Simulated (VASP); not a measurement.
# Ni3Bi (Pm-3m) in VASP: single point with r2SCAN

Aim: the single point of Ni3Bi with r2SCAN.

All numbers are computed with VASP 6.6.1; they aren't measurements. Logs are shortened: lines on timing, memory, paths and dates and some standing lists are left out, and cuts for length are marked.

## 1. The cell of the first run

It takes space group Pm-3m (No. 221, cubic). Conventional cell: a = 3.822 Å, b = 3.822 Å, c = 3.822 Å, α = 90.00°, β = 90.00°, γ = 90.00°. Ni (site symmetry 4/mmm) has 8 Ni at 2.70 Å and 4 Bi at 2.70 Å within 3.6 Å. Bi (site symmetry m-3m) has 12 Ni at 2.70 Å within 3.6 Å.

## 2. Single point, r2SCAN, collinear spin, ferromagnetic start

File POSCAR:

```
Ni3Bi
1.0
    3.8220070000      0.0000000000      0.0000000000
    0.0000000000      3.8220070000      0.0000000000
    0.0000000000      0.0000000000      3.8220070000
Ni Bi
3 1
Direct
    0.0000000000      0.5000000000      0.5000000000
    0.5000000000      0.0000000000      0.5000000000
    0.5000000000      0.5000000000      0.0000000000
    0.0000000000      0.0000000000      0.0000000000
```

File INCAR.step1:

```
SYSTEM = Ni3Bi
PREC = Accurate
ENCUT = 520
ISMEAR = 0
SIGMA = 0.1
LREAL = .False.
LASPH = .True.
NELM = 150
ISPIN = 2
MAGMOM = 2 2 2 0
LMAXMIX = 4
NBANDS = 34
GGA = PE
ALGO = Normal
EDIFF = 1E-4
LWAVE = .True.
LCHARG = .False.
```

File INCAR.step2:

```
SYSTEM = Ni3Bi
PREC = Accurate
ENCUT = 520
EDIFF = 1E-6
ISMEAR = 0
SIGMA = 0.1
LREAL = .False.
LASPH = .True.
NELM = 150
ALGO = Normal
ISIF = 2
LWAVE = .False.
LCHARG = .False.
ISPIN = 2
MAGMOM = 2 2 2 0
LORBIT = 11
LMAXMIX = 4
METAGGA = R2SCAN
LMIXTAU = .True.
NBANDS = 34
ISTART = 1
```

File KPOINTS:

```
regular mesh
0
Gamma
  6 6 6
  0 0 0
```

Potentials or basis: VASP PAW PBE potentials, release 64 (Ni, Bi_d).

Command:

```bash
cat potpaw_PBE.64/Ni/POTCAR potpaw_PBE.64/Bi_d/POTCAR > POTCAR
cp INCAR.step1 INCAR
mpirun -np 1 vasp_std > vasp.out
cp INCAR.step2 INCAR
mpirun -np 1 vasp_std > vasp.out
```

OUTCAR:

```text
SYSTEM = Ni3Bi
   PREC = Accurate
   ENCUT = 520
   EDIFF = 1E-6
   ISMEAR = 0
   LREAL = .False.
   LASPH = .True.
   NELM = 150
   ISIF = 2
   ISPIN = 2
   LORBIT = 11
   METAGGA = R2SCAN
   ISTART = 1

 ion  position               nearest neighbor table
   1  0.000  0.500  0.500-   2 2.70   3 2.70   4 2.70   3 2.70   4 2.70   2 2.70   4 2.70   4 2.70
                             2 2.70   3 2.70   3 2.70   2 2.70
   2  0.500  0.000  0.500-   1 2.70   3 2.70   4 2.70   3 2.70   4 2.70   1 2.70   3 2.70   3 2.70
                             1 2.70   4 2.70   4 2.70   1 2.70
   3  0.500  0.500  0.000-   1 2.70   2 2.70   4 2.70   1 2.70   2 2.70   2 2.70   4 2.70   2 2.70
                             1 2.70   4 2.70   1 2.70   4 2.70
   4  0.000  0.000  0.000-   1 2.70   2 2.70   3 2.70   1 2.70   2 2.70   1 2.70   3 2.70   1 2.70
                             2 2.70   3 2.70   2 2.70   3 2.70

  LATTYP: Found a simple cubic cell.
 ALAT       =     3.8220070000

  Lattice vectors:

 A1 = (   3.8220070000,   0.0000000000,   0.0000000000)
 A2 = (   0.0000000000,   3.8220070000,   0.0000000000)
 A3 = (   0.0000000000,   0.0000000000,   3.8220070000)

Analysis of symmetry for initial positions (statically):
=====================================================================
 Subroutine PRICEL returns:
 Original cell was already a primitive cell.

 Routine SETGRP: Setting up the symmetry group for a
 simple cubic supercell.

 Subroutine GETGRP returns: Found 48 space group operations
 (whereof 48 operations were pure point group operations)
 out of a pool of 48 trial point group operations.

The static configuration has the point symmetry O_h .

Analysis of symmetry for dynamics (positions and initial velocities):
=====================================================================
 Subroutine PRICEL returns:
 Original cell was already a primitive cell.

 Routine SETGRP: Setting up the symmetry group for a
 simple cubic supercell.

 Subroutine GETGRP returns: Found 48 space group operations
 (whereof 48 operations were pure point group operations)
 out of a pool of 48 trial point group operations.

The dynamic configuration has the point symmetry O_h .

Analysis of structural, dynamic, and magnetic symmetry:
=====================================================================
 Subroutine PRICEL returns:
 Original cell was already a primitive cell.

 Routine SETGRP: Setting up the symmetry group for a
 simple cubic supercell.

[... 129 lines left out ...]
   LHFCALC =     F    Hartree Fock is set to
   AEXX    =    0.0000 exact exchange contribution
   IVDW    =     0    specifies the selected vdW correction
   LEPSILON=     F    determine dielectric tensor
   LRPA    =     F    only Hartree local field effects (RPA)
 spin polarized calculation
 Gauss-broadening in eV      SIGMA  =   0.10
  energy-cutoff  :      520.00
  volume of cell :       55.83
 maximum number of plane-waves:      1518
   NGX = 15   NGY = 15   NGZ = 15

 number of electron      45.0000081 magnetization      -0.0023542

 number of electron      45.0000081 magnetization       0.0002396

 Free energy of the ion-electron system (eV)
  ---------------------------------------------------
  ext. energy  EPLUGINS =         0.00000000
  ---------------------------------------------------
  free energy    TOTEN  =       -93.45966983 eV

  energy without entropy =      -93.43455358  energy(sigma->0) =      -93.44711170

 E-fermi :  10.3359     XC(G=0): -13.6883

 val. band max:       10.3116396993   @ k =   0.3333   0.3333   0.1667
 cond. band min:      10.3628266041   @ k =   0.1667   0.0000   0.0000
 fundamental gap:      0.0511869048
 Fermi energy:        10.3358899878

 spin component 1

 k-point     1 :       0.0000    0.0000    0.0000
  band No.  band energies     occupation
      1     -13.6329      1.00000
      2     -13.6329      1.00000
      3     -13.5706      1.00000
      4     -13.5706      1.00000
      5     -13.5706      1.00000
      6      -3.9582      1.00000
[... 729 lines left out ...]
     33      27.4047      0.00000
     34      27.4047      0.00000
 Fermi energy:        10.3358899878

 spin component 2

 k-point     1 :       0.0000    0.0000    0.0000
  band No.  band energies     occupation
      1     -13.6329      1.00000
      2     -13.6329      1.00000
      3     -13.5706      1.00000
      4     -13.5706      1.00000
      5     -13.5706      1.00000
      6      -3.9582      1.00000
[... 729 lines left out ...]
     33      27.4047      0.00000
     34      27.4047      0.00000

------------------------ aborting loop because EDIFF is reached ----------------------------------------

  FORCE on cell =-STRESS in cart. coord.  units (eV):
  Direction    XX          YY          ZZ          XY          YZ          ZX
  --------------------------------------------------------------------------------------
  -------------------------------------------------------------------------------------
  Total       -1.2636456     -1.2636456     -1.2636456     -0.0000000     -0.0000000     -0.0000000
  in kB      -36.2628081    -36.2628081    -36.2628081     -0.0000000     -0.0000000     -0.0000000
  external PRESSURE =     -36.2628081 kB  Pullay stress =       0.0000000 kB

 VOLUME and BASIS-vectors are now :
 -----------------------------------------------------------------------------
  energy-cutoff  :      520.00
  volume of cell :       55.83
      direct lattice vectors                 reciprocal lattice vectors
     3.822007000  0.000000000  0.000000000     0.261642640  0.000000000  0.000000000
     0.000000000  3.822007000  0.000000000     0.000000000  0.261642640  0.000000000
     0.000000000  0.000000000  3.822007000     0.000000000  0.000000000  0.261642640

 POSITION                                       TOTAL-FORCE (eV/Angst)
 -----------------------------------------------------------------------------------
      0.00000      1.91100      1.91100         0.000000      0.000000      0.000000
      1.91100      0.00000      1.91100         0.000000      0.000000      0.000000
      1.91100      1.91100      0.00000         0.000000      0.000000      0.000000
      0.00000      0.00000      0.00000         0.000000      0.000000      0.000000
 -----------------------------------------------------------------------------------
    total drift:                                0.000000      0.000000      0.000000

  FREE ENERGIE OF THE ION-ELECTRON SYSTEM (eV)
  ---------------------------------------------------
  free  energy   TOTEN  =       -93.4596698255 eV

  energy  without entropy=      -93.4345535801  energy(sigma->0) =      -93.44711170

 total charge

# of ion       s       p       d       tot
------------------------------------------
    1        0.407   0.406   8.464   9.277
    2        0.407   0.406   8.464   9.277
    3        0.407   0.406   8.464   9.277
    4        1.376   1.562  10.023  12.961
--------------------------------------------------
tot          2.597   2.780  35.416  40.793

 magnetization (x)

# of ion       s       p       d       tot
------------------------------------------
    1        0.000   0.000   0.000   0.000
    2        0.000   0.000   0.000   0.000
    3        0.000   0.000   0.000   0.000
    4       -0.000   0.000  -0.000   0.000
--------------------------------------------------
tot          0.000   0.000   0.000   0.000
```

OUTCAR.step1:

```text
SYSTEM = Ni3Bi
   PREC = Accurate
   ENCUT = 520
   ISMEAR = 0
   LREAL = .False.
   LASPH = .True.
[... 1725 lines left out ...]
      1.91100      0.00000      1.91100         0.000000      0.000000      0.000000
      1.91100      1.91100      0.00000         0.000000      0.000000      0.000000
      0.00000      0.00000      0.00000         0.000000      0.000000      0.000000
 -----------------------------------------------------------------------------------
    total drift:                                0.000000      0.000000      0.000000

  FREE ENERGIE OF THE ION-ELECTRON SYSTEM (eV)
  ---------------------------------------------------
  free  energy   TOTEN  =       -19.7008708378 eV

  energy  without entropy=      -19.6745801989  energy(sigma->0) =      -19.68772552
```

OSZICAR.step1:

```text
N       E                     dE             d eps       ncg     rms          rms(c)
DAV:   1     0.382141770804E+03    0.38214E+03   -0.20230E+04  2760   0.187E+03
DAV:   2     0.145277645369E+02   -0.36761E+03   -0.34987E+03  2720   0.408E+02
DAV:   3    -0.197293576321E+02   -0.34257E+02   -0.33193E+02  2988   0.142E+02
DAV:   4    -0.207283934729E+02   -0.99904E+00   -0.99668E+00  3146   0.247E+01
DAV:   5    -0.207712483563E+02   -0.42855E-01   -0.42849E-01  3980   0.425E+00    0.169E+01
DAV:   6    -0.222359280359E+02   -0.14647E+01   -0.18746E+01  3180   0.609E+01    0.164E+01
DAV:   7    -0.196933798416E+02    0.25425E+01   -0.81721E+00  3152   0.380E+01    0.276E+00
DAV:   8    -0.197069011118E+02   -0.13521E-01   -0.32016E-01  3294   0.410E+00    0.162E+00
DAV:   9    -0.197023408680E+02    0.45602E-02   -0.33518E-02  3368   0.171E+00    0.546E-01
DAV:  10    -0.197009558174E+02    0.13851E-02   -0.34104E-03  3810   0.594E-01    0.181E-01
DAV:  11    -0.197008174454E+02    0.13837E-03   -0.89087E-04  3452   0.296E-01    0.641E-02
DAV:  12    -0.197008708378E+02   -0.53392E-04   -0.10205E-04  1654   0.107E-01
   1 F= -.19700871E+02 E0= -.19687726E+02  d E =-.262906E-01  mag=     0.0360
```

Run time: 5.8 min. Hardware: 1 thread of AMD EPYC 7R43 (Zen 3), shared host; peak memory 0.17 GiB.

Results:

```
Free energy                                           : -93.4597 eV
Pressure                                              : -3.6 GPa
Net moment                                            : 0.00 μB per cell
Valence electrons inside the program's atomic spheres : Ni 9.28; Bi 12.96
```

Caveat: the cell stands under tension; the PAW data sets were made with another functional, which shifts forces and pressure a little; spin-orbit coupling is left out, which moves the levels of the heavy elements.
